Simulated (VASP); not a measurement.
A run of VASP 6.6.1 is set up as follows.

Contents of INCAR:

```
SYSTEM = W
  ALGO = Normal
  EDIFF = 1E-6
  EDIFFG = -0.03
  ENCUT = 600
  GGA = PE
  IBRION = 2
  ISIF = 3
  ISMEAR = 1
  LASPH = .True.
  LCHARG = .False.
  LREAL = .False.
  LWAVE = .False.
  NELM = 80
  NSW = 80
  PREC = Accurate
  SIGMA = 0.1
```

KPOINTS

```
k-points
0
Gamma
  9 9 9
  0 0 0
```

The input POSCAR:

```
W
1.0
    2.5900000000      0.0000000000      0.0000000000
    0.0000000000      2.5900000000      0.0000000000
    0.0000000000      0.0000000000      2.5900000000
W
1
Direct
    0.0000000000      0.0000000000      0.0000000000
```

Potentials or basis: VASP PAW PBE potentials, release 64 (W_sv).

Launch:

```sh
$ cat potpaw_PBE.64/W_sv/POTCAR > POTCAR
$ mpirun -np 1 vasp_std > vasp.out
```

Estimate the band gap on the k mesh.

zero (band 7 reaches 10.99 eV, above the bottom of band 8 at 8.77 eV).

Estimate the relaxed cell.

a = 2.643 Å, b = 2.643 Å, c = 2.643 Å, α = 90.00°, β = 90.00°, γ = 90.00°.

The path:
| step | energy change (eV) | largest force (eV/Å) | pressure (GPa) | volume (Å³) |
| --- | --- | --- | --- | --- |
| 1 | 0.0000 | 0.0000 | 13.85 | 17.37 |
| 2 | 0.2013 | 0.0000 | -23.29 | 21.43 |
| 3 | -0.0448 | 0.0000 | -0.50 | 18.51 |
| 4 | -0.0449 | 0.0000 | -0.07 | 18.46 |

Caveat: spin-orbit coupling is left out, which moves the levels of the heavy elements.
